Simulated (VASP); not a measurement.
Write the native input for VASP 6.6.1 that does the following.

| Property | Result |
| --- | --- |
| Task | single point |
| Functional | PBE |
| Potentials or basis | VASP PAW PBE potentials, release 64 (Al, N) |
| Cutoff | 520 eV |
| k mesh | 10 × 10 × 10 |
| Occupations | gaussian, width 0.05 eV |
| Spin | no spin polarisation |
| Dipole correction | no |
| Further INCAR settings | ALGO = Normal; EDIFF = 1e-06; NBANDS = 11 |

The structure of AlN lies in POSCAR:

```
AlN
1.0
    0.0000000000      2.0650357700      2.0955535400
    2.0650357700      0.0000000000      2.0955535400
    2.0650357700      2.0650357700      0.0000000000
Al N
1 1
Direct
    0.5000000000      0.5000000000      0.5000000000
    0.0000000000      0.0000000000      0.0000000000
```

This cell differs from its parent crystal: strain +0.015 along x and y, +0.030 along z.

These files were run (other wordings do the same):

INCAR

```
SYSTEM = AlN
  ALGO = Normal
  EDIFF = 1E-6
  ENCUT = 520
  GGA = PE
  ISIF = 2
  ISMEAR = 0
  LASPH = .True.
  LCHARG = .False.
  LREAL = .False.
  LWAVE = .False.
  NBANDS = 11
  NELM = 60
  PREC = Accurate
  SIGMA = 0.05
```

KPOINTS

```
k-points
0
Gamma
  10 10 10
  0 0 0
```

Potentials or basis: VASP PAW PBE potentials, release 64 (Al, N).

Run with:

```sh
$ cat potpaw_PBE.64/Al/POTCAR potpaw_PBE.64/N/POTCAR > POTCAR
$ mpirun -np 1 vasp_std > vasp.out
```

It gave:

The pressure is -13.2 GPa and the band gap on the k mesh is 3.77 eV, indirect (least direct gap 4.52 eV).

Caveat: the cell differs from its parent crystal (strain +0.015 along x and y, +0.030 along z).

It took 7.6 s on 1 thread of Intel(R) Xeon(R) 6975P-C (Granite Rapids), on a shared host, peak memory 0.14 GiB.
